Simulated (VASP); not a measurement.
Runs of VASP 6.6.1 on MoS2. The structure is that of space group P6_3/mmc (No. 194), or close to it. The cells are those of the table. 

```tsv
task	spin	cell	k mesh	cutoff (eV)	smearing	gap on the mesh (eV)	pressure (GPa)	largest force (eV/Å)
single point	collinear, ferromagnetic start	a = 3.161, b = 3.161, c = 12.295 Å, angles 90.0, 90.0, 120.0°, 6 atoms	6 × 6 × 2	500	gaussian 0.1 eV	0.73	4.8	(b)
single point	off	a = 3.151, b = 3.151, c = 12.082 Å, angles 90.0, 90.0, 120.0°, 6 atoms	6 × 6 × 2	520	gaussian 0.1 eV	0.80	-0.2	0.02
relaxation of cell and atoms	off	relaxed from a = 3.161, b = 3.161, c = 12.295 Å, angles 90.0, 90.0, 120.0°, 6 atoms	6 × 6 × 2	600	gaussian 0.1 eV	0.80	0.0	-
single point	off	a = 3.149, b = 3.149, c = 12.091 Å, angles 90.0, 90.0, 120.0°, 6 atoms	12 × 12 × 4	520	gaussian 0.02 eV	0.80	-0.2	(a)
```

Alike in all rows: level PBE+D3(BJ); potentials or basis VASP PAW PBE potentials, release 64 (Mo_sv, S).

**Question.** Estimate the missing entries.

**Answer.** (a) 0.01; (b) 1.21.

Caveats: forces of over 1 eV/Å act on the atoms, so gaps and moduli don't describe the material at rest (some runs); the relaxation stopped at a loose force limit of 0.05 eV/Å, so its end isn't a converged minimum (some runs).

A k mesh can miss the band edges, and the runs leave out spin-orbit coupling on Mo.
